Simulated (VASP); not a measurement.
A run of VASP 6.6.1 is set up as follows.

Contents of INCAR:

```
SYSTEM = MgO
  ALGO = Normal
  EDIFF = 1E-6
  ENCUT = 520
  GGA = PS
  ISIF = 2
  ISMEAR = -1
  LASPH = .TRUE.
  LCHARG = .FALSE.
  LREAL = .FALSE.
  LWAVE = .FALSE.
  NBANDS = 16
  NELM = 80
  PREC = Accurate
  SIGMA = 0.05
```

KPOINTS

```
k-points
0
G
  9 9 6
  0 0 0
```

The input POSCAR:

```
MgO
1.0
    3.3296934990      0.0000000000      0.0000000000
   -1.6648467495      2.8835991569      0.0000000000
    0.0000000000      0.0000000000      5.0158818481
Mg O
2 2
Direct
    0.6666666667      0.3333333333      0.5021597400
    0.3333333333      0.6666666667      0.0021597400
    0.6666666667      0.3333333333      0.9024402600
    0.3333333333      0.6666666667      0.4024402600
```

Potentials or basis: VASP PAW PBE potentials, release 64 (Mg, O).

Launch:

```console
$ cat potpaw_PBE.64/Mg/POTCAR potpaw_PBE.64/O/POTCAR > POTCAR
$ mpirun -np 1 vasp_std > vasp.out
```

(1) Predict the largest force.

(2) Predict the pressure.

(3) What does it give for the band gap on the k mesh?

## Answers

(1) 0.028 eV/Å.

(2) -2.3 GPa.

(3) 3.24 eV, direct.

Caveat: the PAW data sets were made with another functional, which shifts forces and pressure a little.
